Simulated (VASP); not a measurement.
Set up this calculation in VASP 6.6.1, as the native input.

```yaml
Task: single point
Functional: PBE
Potentials_or_basis: VASP PAW PBE potentials, release 64 (Zr_sv, B)
Cutoff: 520 eV
k_mesh: 18 × 18 × 18
Occupations: gaussian, width 0.15 eV
Spin: no spin polarisation
Dipole_correction: no
Further_INCAR_settings: ALGO = Normal; EDIFF = 1e-07; NBANDS = 14
```

The structure of ZrB lies in POSCAR:

```
ZrB
1.0
    0.0145312500      2.3250000000      2.3250000000
    2.3395312500      0.0000000000      2.3395312500
    2.3250000000      2.3250000000      0.0145312500
Zr B
1 1
Direct
    0.0000000000      0.0000000000      0.0000000000
    0.5000000000      0.5000000000      0.5000000000
```

This cell differs from its parent crystal: strain +0.0125 x Voigt [0, 0, 0, 0, 1, 0].

The input as run:

INCAR

```
SYSTEM = ZrB
PREC = Accurate ; ENCUT = 520
EDIFF = 1E-7 ; ISMEAR = 0
SIGMA = 0.15 ; LREAL = .FALSE.
LASPH = .TRUE. ; NELM = 100
ALGO = Normal ; ISIF = 2
LWAVE = .FALSE. ; LCHARG = .FALSE.
GGA = PE ; NBANDS = 14
```

KPOINTS

```
regular mesh
0
G
  18 18 18
  0 0 0
```

Potentials or basis: VASP PAW PBE potentials, release 64 (Zr_sv, B).

The run is started by

```sh
$ cat potpaw_PBE.64/Zr_sv/POTCAR potpaw_PBE.64/B/POTCAR > POTCAR
$ mpirun -np 1 vasp_std > vasp.out
```

It gave:

| Property | Result |
| --- | --- |
| Pressure | 35.0 GPa |
| Band gap on the k mesh | zero (an odd number of electrons rules out a gap without spin polarisation) |

Caveat: the cell differs from its parent crystal (strain +0.0125 x Voigt [0, 0, 0, 0, 1, 0]); the cell stands under pressure.

Run time: 3.5 min on 1 thread of Intel(R) Xeon(R) Platinum 8259CL CPU @ 2.50GHz (Skylake/Cascade Lake), on a shared host, peak memory 0.41 GiB.
